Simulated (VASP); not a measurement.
# NiO (Pm-3m) in VASP: notebook

The runs below take NiO through single point, with PBE.

Everything below comes from runs of VASP 6.6.1. Logs are shortened: lines on timing, memory, paths and dates and some standing lists are left out, and cuts for length are marked.

**1. The cell of the first run**

Symmetry: Pm-3m, No. 221, cubic system. Conventional cell: a = 2.505 Å, b = 2.505 Å, c = 2.505 Å, α = 90.00°, β = 90.00°, γ = 90.00°. Ni (site symmetry m-3m) has 8 O at 2.17 Å and 6 Ni at 2.50 Å within 2.9 Å. O (site symmetry m-3m) has 8 Ni at 2.17 Å and 6 O at 2.50 Å within 2.9 Å.

**2. Single point, PBE, collinear spin, ferromagnetic start**

INCAR reads:

```
PREC = Accurate
ENCUT = 520
EDIFF = 1E-7
ISMEAR = -1
SIGMA = 0.05
LREAL = False
LASPH = True
NELM = 150
ALGO = Normal
ISIF = 2
LWAVE = False
LCHARG = False
ISPIN = 2
MAGMOM = 0.5 0
LORBIT = 11
NUPDOWN = 0.5
LMAXMIX = 4
GGA = PE
NBANDS = 19
```

KPOINTS reads:

```
regular mesh
0
Gamma
  9 9 9
```

POSCAR reads:

```
NiO
1.0
    2.5046153800      0.0000000000      0.0000000000
    0.0000000000      2.5046153800      0.0000000000
    0.0000000000      0.0000000000      2.5046153800
Ni O
1 1
Direct
    0.0000000000      0.0000000000      0.0000000000
    0.5000000000      0.5000000000      0.5000000000
```

Potentials or basis: VASP PAW PBE potentials, release 64 (Ni, O).

On the command line:

```bash
$ cat potpaw_PBE.64/Ni/POTCAR potpaw_PBE.64/O/POTCAR > POTCAR
$ mpirun -np 1 vasp_std > vasp.out
```

OUTCAR:

```text
PREC = Accurate
   ENCUT = 520
   EDIFF = 1E-7
   ISMEAR = -1
   LREAL = False
   LASPH = True
   NELM = 150
   ISIF = 2
   ISPIN = 2
   LORBIT = 11
   NUPDOWN = 0.5
   GGA = PE

 ion  position               nearest neighbor table
   1  0.000  0.000  0.000-   2 2.17   2 2.17   2 2.17   2 2.17   2 2.17   2 2.17   2 2.17   2 2.17

   2  0.500  0.500  0.500-   1 2.17   1 2.17   1 2.17   1 2.17   1 2.17   1 2.17   1 2.17   1 2.17

  LATTYP: Found a simple cubic cell.
 ALAT       =     2.5046153800

  Lattice vectors:

 A1 = (   2.5046153800,   0.0000000000,   0.0000000000)
 A2 = (   0.0000000000,   2.5046153800,   0.0000000000)
 A3 = (   0.0000000000,   0.0000000000,   2.5046153800)

Analysis of symmetry for initial positions (statically):
=====================================================================
 Subroutine PRICEL returns:
 Original cell was already a primitive cell.

 Routine SETGRP: Setting up the symmetry group for a
 simple cubic supercell.

 Subroutine GETGRP returns: Found 48 space group operations
 (whereof 48 operations were pure point group operations)
 out of a pool of 48 trial point group operations.

The static configuration has the point symmetry O_h .

Analysis of symmetry for dynamics (positions and initial velocities):
=====================================================================
 Subroutine PRICEL returns:
 Original cell was already a primitive cell.

 Routine SETGRP: Setting up the symmetry group for a
 simple cubic supercell.

 Subroutine GETGRP returns: Found 48 space group operations
 (whereof 48 operations were pure point group operations)
 out of a pool of 48 trial point group operations.

The dynamic configuration has the point symmetry O_h .

Analysis of structural, dynamic, and magnetic symmetry:
=====================================================================
 Subroutine PRICEL returns:
 Original cell was already a primitive cell.

 Routine SETGRP: Setting up the symmetry group for a
 simple cubic supercell.

 Subroutine GETGRP returns: Found 48 space group operations
 (whereof 48 operations were pure point group operations)
 out of a pool of 48 trial point group operations.

The overall configuration has the point symmetry O_h .

 Subroutine INISYM returns: Found 48 space group operations
 (whereof 48 operations are pure point group operations),
 and found     1 'primitive' translations

----------------------------------------------------------------------------------------

                                     Primitive cell

  volume of cell :      15.7117

  direct lattice vectors                    reciprocal lattice vectors
     2.504615380  0.000000000  0.000000000     0.399262900  0.000000000  0.000000000
     0.000000000  2.504615380  0.000000000     0.000000000  0.399262900  0.000000000
     0.000000000  0.000000000  2.504615380     0.000000000  0.000000000  0.399262900

  length of vectors
     2.504615380  2.504615380  2.504615380     0.399262900  0.399262900  0.399262900

  position of ions in fractional coordinates (direct lattice)
[... 8 lines left out ...]
----------------------------------------------------------------------------------------

 KPOINTS: regular mesh

Automatic generation of k-mesh.
 Grid dimensions read from file:
 generate k-points for:    9    9    9

 Generating k-lattice:

  Cartesian coordinates                     Fractional coordinates (reciprocal lattice)
     0.044362544  0.000000000  0.000000000     0.111111111  0.000000000  0.000000000
     0.000000000  0.044362544  0.000000000     0.000000000  0.111111111  0.000000000
     0.000000000  0.000000000  0.044362544     0.000000000  0.000000000  0.111111111

  Length of vectors
     0.044362544  0.044362544  0.044362544

  Shift w.r.t. Gamma in fractional coordinates (k-lattice)
     0.000000000  0.000000000  0.000000000

 Subroutine IBZKPT returns following result:
 ===========================================

 Found     35 irreducible k-points:

 Following reciprocal coordinates:
            Coordinates               Weight
  0.000000  0.000000  0.000000      1.000000
  0.111111  0.000000  0.000000      6.000000
  0.222222  0.000000  0.000000      6.000000
  0.333333  0.000000  0.000000      6.000000
  0.444444  0.000000  0.000000      6.000000
  0.111111  0.111111  0.000000     12.000000
[... 16 lines left out ...]
  0.333333  0.333333  0.111111     24.000000
  0.444444  0.333333  0.111111     48.000000
 [... further k-points ...]
   k-points           NKPTS =     35   k-points in BZ     NKDIM =     35   number of bands    NBANDS=     19
   number of dos      NEDOS =    301   number of ions     NIONS =      2
   total plane-waves  NPLWV =   8000
   dimension x,y,z NGX =    20 NGY =   20 NGZ =   20
   dimension x,y,z NGXF=    40 NGYF=   40 NGZF=   40
   ions per type =               1   1
   NGX,Y,Z   is equivalent  to a cutoff of  13.28, 13.28, 13.28 a.u.
   NGXF,Y,Z  is equivalent  to a cutoff of  26.55, 26.55, 26.55 a.u.
 SYSTEM =  unknown system
   PREC   = accura    normal or accurate (medium, high low for compatibility)
   ISTART =      0    job   : 0-new  1-cont  2-samecut
   ICHARG =      2    charge: 1-file 2-atom 10-const
   ISPIN  =      2    spin polarized calculation?
   LNONCOLLINEAR =      F non collinear calculations
   LSORBIT =      F    spin-orbit coupling
   LASPH  =      T    aspherical Exc in radial PAW
   ENCUT  =  520.0 eV  38.22 Ry    6.18 a.u.   4.66  4.66  4.66*2*pi/ulx,y,z
   NELM   =    150;   NELMIN=  2; NELMDL= -5     # of ELM steps
   EDIFF  = 0.1E-06   stopping-criterion for ELM
   LREAL  =      F    real-space projection
   EDIFFG = 0.1E-05   stopping-criterion for IOM
   NSW    =      0    number of steps for IOM
   IBRION =     -1    ionic relax: 0-MD 1-quasi-New 2-CG
   NFREE  =      0    steps in history (QN), initial steepest desc. (CG)
   ISIF   =      2    stress and relaxation
   ISYM   =      2    0-nonsym 1-usesym 2-fastsym
   POTIM  = 0.5000    time-step for ionic-motion
   TEBEG  =    0.0;   TEEND  =   0.0 temperature during run
   PSTRESS=    0.0 pullay stress
   NELECT =      16.0000    total number of electrons
   NUPDOWN=       0.5000    fix difference up-down
   EMIN   =  10.00;   EMAX   =-10.00  energy-range for DOS
   EFERMI =   0.00;   METHOD = LEGACY
   ISMEAR =    -1;   SIGMA  =   0.05  broadening in eV -4-tet -1-fermi 0-gaus
   EFERMI_NEDOS =   21; number of points for ismear=-14 and -15
   IALGO  =     38    algorithm
   IMIX   =      4    mixing-type and parameters
     AMIX     =   0.40;   BMIX     =  1.00
     AMIX_MAG =   1.60;   BMIX_MAG =  1.00
  volume/ion in A,a.u.               =       7.86        53.01
  Fermi-wavevector in a.u.,A,eV,Ry     =   1.647051  3.112476 36.909583  2.712778
  Thomas-Fermi vector in A             =   2.736576
   LORBIT       =     11    0 simple, 1 ext, 2 COOP (PROOUT), +10 PAW based schemes
   GGA     = PE    functional components
   LHFCALC =     F    Hartree Fock is set to
   AEXX    =    0.0000 exact exchange contribution
   IVDW    =     0    specifies the selected vdW correction
   LEPSILON=     F    determine dielectric tensor
   LRPA    =     F    only Hartree local field effects (RPA)
 spin polarized calculation
  energy-cutoff  :      520.00
  volume of cell :       15.71
 maximum number of plane-waves:       441
 NGX is ok and might be reduce to    20
   NGX =  9   NGY =  9   NGZ =  9

 number of electron      15.9999992 magnetization       0.5000000

 Free energy of the ion-electron system (eV)
  ---------------------------------------------------
  ext. energy  EPLUGINS =         0.00000000
  ---------------------------------------------------
  free energy    TOTEN  =       -10.33862993 eV

  energy without entropy =      -10.31504002  energy(sigma->0) =      -10.32683497

 E-fermi :   9.7695     XC(G=0): -13.7258

 val. band max:        9.7743924695   @ k =   0.4444   0.2222   0.0000
 cond. band min:       9.7825601079   @ k =   0.4444   0.4444   0.3333
 fundamental gap:      0.0081676384
 Fermi energy:         9.7785874928

 spin component 1

 k-point     1 :       0.0000    0.0000    0.0000
  band No.  band energies     occupation
      1     -11.5721      1.00000
      2       6.1989      1.00000
      3       6.1989      1.00000
      4       6.7468      1.00000
      5       6.7468      1.00000
      6       6.7468      1.00000
[... 11 lines left out ...]
     18      44.1627      0.00000
     19      45.8403      0.00000

 k-point     2 :       0.1111    0.0000    0.0000
  band No.  band energies     occupation
      1     -11.4203      1.00000
      2       5.1304      1.00000
      3       6.2473      1.00000
      4       6.5242      1.00000
      5       6.5242      1.00000
      6       7.1041      1.00000
[... 11 lines left out ...]
     18      42.4066      0.00000
     19      45.8445      0.00000

 k-point     3 :       0.2222    0.0000    0.0000
  band No.  band energies     occupation
      1     -11.0050      1.00000
      2       3.2490      1.00000
      3       6.1022      1.00000
      4       6.1022      1.00000
      5       6.3718      1.00000
      6       7.7669      1.00000
[... 11 lines left out ...]
     18      41.4291      0.00000
     19      45.8564      0.00000

 k-point     4 :       0.3333    0.0000    0.0000
  band No.  band energies     occupation
      1     -10.4649      1.00000
      2       1.5099      1.00000
      3       5.7356      1.00000
      4       5.7356      1.00000
      5       6.5171      1.00000
      6       8.5613      1.00000
[... 407 lines left out ...]
     18      43.4168      0.00000
     19      45.5113      0.00000

 k-point    23 :       0.3333    0.3333    0.1111
  band No.  band energies     occupation
      1      -9.5765      1.00000
      2       2.6170      1.00000
      3       3.2824      1.00000
      4       5.8641      1.00000
      5       7.2188      1.00000
      6       8.1589      1.00000
[... 11 lines left out ...]
     18      42.4740      0.00000
     19      45.8857      0.00000

 k-point    24 :       0.4444    0.3333    0.1111
  band No.  band energies     occupation
      1      -9.3089      1.00000
      2       2.1443      1.00000
      3       3.3892      1.00000
      4       6.1178      1.00000
      5       7.1426      1.00000
      6       8.0383      1.00000
[... 11 lines left out ...]
     18      41.7272      0.00000
     19      48.7491      0.00000

 [... further k-points ...]

 spin component 2

 k-point     1 :       0.0000    0.0000    0.0000
  band No.  band energies     occupation
      1     -11.4270      1.00000
      2       6.4899      1.00000
      3       6.4899      1.00000
      4       6.9264      1.00000
      5       6.9264      1.00000
      6       6.9264      1.00000
[... 11 lines left out ...]
     18      44.1595      0.00000
     19      45.9276      0.00000

 k-point     2 :       0.1111    0.0000    0.0000
  band No.  band energies     occupation
      1     -11.2736      1.00000
      2       5.3204      1.00000
      3       6.5403      1.00000
      4       6.7329      1.00000
      5       6.7329      1.00000
      6       7.3742      1.00000
[... 11 lines left out ...]
     18      42.4436      0.00000
     19      45.9285      0.00000

 k-point     3 :       0.2222    0.0000    0.0000
  band No.  band energies     occupation
      1     -10.8535      1.00000
      2       3.3959      1.00000
      3       6.3461      1.00000
      4       6.3461      1.00000
      5       6.6702      1.00000
      6       8.0739      1.00000
[... 11 lines left out ...]
     18      41.4903      0.00000
     19      45.9314      0.00000

 k-point     4 :       0.3333    0.0000    0.0000
  band No.  band energies     occupation
      1     -10.3061      1.00000
      2       1.6327      1.00000
      3       5.9986      1.00000
      4       5.9986      1.00000
      5       6.8221      1.00000
      6       8.8987      1.00000
[... 407 lines left out ...]
     18      43.5276      0.00000
     19      45.5820      0.00000

 k-point    23 :       0.3333    0.3333    0.1111
  band No.  band energies     occupation
      1      -9.4047      1.00000
      2       2.7608      1.00000
      3       3.4293      1.00000
      4       6.1012      1.00000
      5       7.5327      1.00000
      6       8.5851      1.00000
[... 11 lines left out ...]
     18      42.5980      0.00000
     19      45.9338      0.00000

 k-point    24 :       0.4444    0.3333    0.1111
  band No.  band energies     occupation
      1      -9.1323      1.00000
      2       2.2717      1.00000
      3       3.5488      1.00000
      4       6.3512      1.00000
      5       7.4467      1.00000
      6       8.4841      1.00000
[... 11 lines left out ...]
     18      41.7601      0.00000
     19      48.7957      0.00000

 [... further k-points ...]

------------------------ aborting loop because EDIFF is reached ----------------------------------------

  FORCE on cell =-STRESS in cart. coord.  units (eV):
  Direction    XX          YY          ZZ          XY          YZ          ZX
  --------------------------------------------------------------------------------------
  -------------------------------------------------------------------------------------
  Total        2.4066179      2.4066179      2.4066179      0.0000000      0.0000000      0.0000000
  in kB      245.4113188    245.4113188    245.4113188      0.0000000      0.0000000      0.0000000
  external PRESSURE =     245.4113188 kB  Pullay stress =       0.0000000 kB

 VOLUME and BASIS-vectors are now :
 -----------------------------------------------------------------------------
  energy-cutoff  :      520.00
  volume of cell :       15.71
      direct lattice vectors                 reciprocal lattice vectors
     2.504615380  0.000000000  0.000000000     0.399262900  0.000000000  0.000000000
     0.000000000  2.504615380  0.000000000     0.000000000  0.399262900  0.000000000
     0.000000000  0.000000000  2.504615380     0.000000000  0.000000000  0.399262900

 POSITION                                       TOTAL-FORCE (eV/Angst)
 -----------------------------------------------------------------------------------
      0.00000      0.00000      0.00000         0.000000      0.000000      0.000000
      1.25231      1.25231      1.25231         0.000000      0.000000      0.000000
 -----------------------------------------------------------------------------------
    total drift:                                0.000000      0.000000      0.000000

  FREE ENERGIE OF THE ION-ELECTRON SYSTEM (eV)
  ---------------------------------------------------
  free  energy   TOTEN  =       -10.3386299272 eV

  energy  without entropy=      -10.3150400166  energy(sigma->0) =      -10.32683497

 total charge

# of ion       s       p       d       tot
------------------------------------------
    1        0.343   0.444   8.390   9.177
    2        1.605   3.317   0.000   4.922
--------------------------------------------------
tot          1.948   3.761   8.390  14.099

 magnetization (x)

# of ion       s       p       d       tot
------------------------------------------
    1       -0.003  -0.001   0.396   0.393
    2        0.002   0.097   0.000   0.099
--------------------------------------------------
tot         -0.001   0.096   0.396   0.492
```

It took 38 s on 1 thread of Intel Xeon 8259CL, shared host; peak memory 0.14 GiB.

What came out:

```
Free energy                                           : -10.3386 eV
Pressure                                              : 24.5 GPa
Net moment                                            : 0.50 μB per cell
Site moments                                          : Ni +0.39; O +0.10 μB
Valence electrons inside the program's atomic spheres : Ni 9.18; O 4.92
```

Caveat: the total moment is fixed, so each spin has its own Fermi level; a cell with one magnetic atom can't hold antiferromagnetic order, which such compounds often take.

**3. Single point, PBE, collinear spin, ferromagnetic start**

INCAR reads:

```
SYSTEM = NiO
PREC     = Accurate       ! precision mode
ENCUT    = 520            ! plane-wave cutoff, eV
EDIFF    = 1E-6           ! SCF threshold, eV
ISMEAR   = -1             ! smearing method
SIGMA    = 0.05           ! smearing width, eV
LREAL    = .FALSE.        ! projectors in reciprocal space
LASPH    = .TRUE.         ! aspherical terms in the spheres
NELM     = 150            ! most SCF steps
ALGO     = Normal         ! electronic algorithm
ISIF     = 2              ! what is computed and relaxed
LWAVE    = .FALSE.        ! write WAVECAR
LCHARG   = .FALSE.        ! write CHGCAR
ISPIN    = 2              ! spin polarisation
MAGMOM   = 0.8 0          ! initial moments
LORBIT   = 11             ! projections on sites
NUPDOWN  = 0.8            ! fixed moment
LMAXMIX  = 4              ! l up to which the mixer works
GGA      = PE             ! functional
NBANDS   = 19             ! bands
```

KPOINTS reads:

```
Automatic mesh
0
G
  9 9 9
  0 0 0
```

POSCAR is that of step 2.

Potentials or basis: VASP PAW PBE potentials, release 64 (Ni, O).

On the command line:

```bash
$ cat potpaw_PBE.64/Ni/POTCAR potpaw_PBE.64/O/POTCAR > POTCAR
$ mpirun -np 1 vasp_std > vasp.out
```

Run time: 37 s. Hardware: 1 thread of Intel Xeon 8259CL, shared host; peak memory 0.14 GiB.

The run converged. Its results:

- Free energy: -10.3367 eV
- Pressure: 25.3 GPa
- Net moment: 0.80 μB per cell
- Site moments: Ni +0.62; O +0.17 μB
- Valence electrons inside the program's atomic spheres: Ni 9.17; O 4.93

Caveat: the total moment is fixed, so each spin has its own Fermi level; a cell with one magnetic atom can't hold antiferromagnetic order, which such compounds often take.

**4. Single point, PBE, collinear spin, ferromagnetic start**

INCAR reads:

```
PREC = Accurate
ENCUT = 520
EDIFF = 1E-6
ISMEAR = -1
SIGMA = 0.05
LREAL = F
LASPH = T
NELM = 150
ALGO = Normal
ISIF = 2
LWAVE = F
LCHARG = F
ISPIN = 2
MAGMOM = 1 0
LORBIT = 11
NUPDOWN = 1.0
LMAXMIX = 4
GGA = PE
NBANDS = 19
```

KPOINTS reads:

```
regular mesh
0
Gamma
  9 9 9
```

POSCAR is that of step 3.

On the command line:

```bash
$ cat potpaw_PBE.64/Ni/POTCAR potpaw_PBE.64/O/POTCAR > POTCAR
$ mpirun -np 1 vasp_std > vasp.out
```

Run time: 36 s. Hardware: 1 thread of Intel Xeon 8259CL, shared host; peak memory 0.14 GiB.

Results (log left out):

- Free energy: -10.3347 eV
- Pressure: 26.3 GPa
- Net moment: 1.00 μB per cell
- Site moments: Ni +0.76; O +0.22 μB
- Valence electrons inside the program's atomic spheres: Ni 9.16; O 4.93

Caveat: the total moment is fixed, so each spin has its own Fermi level; a cell with one magnetic atom can't hold antiferromagnetic order, which such compounds often take.

(Continued in part 2 of 2.)
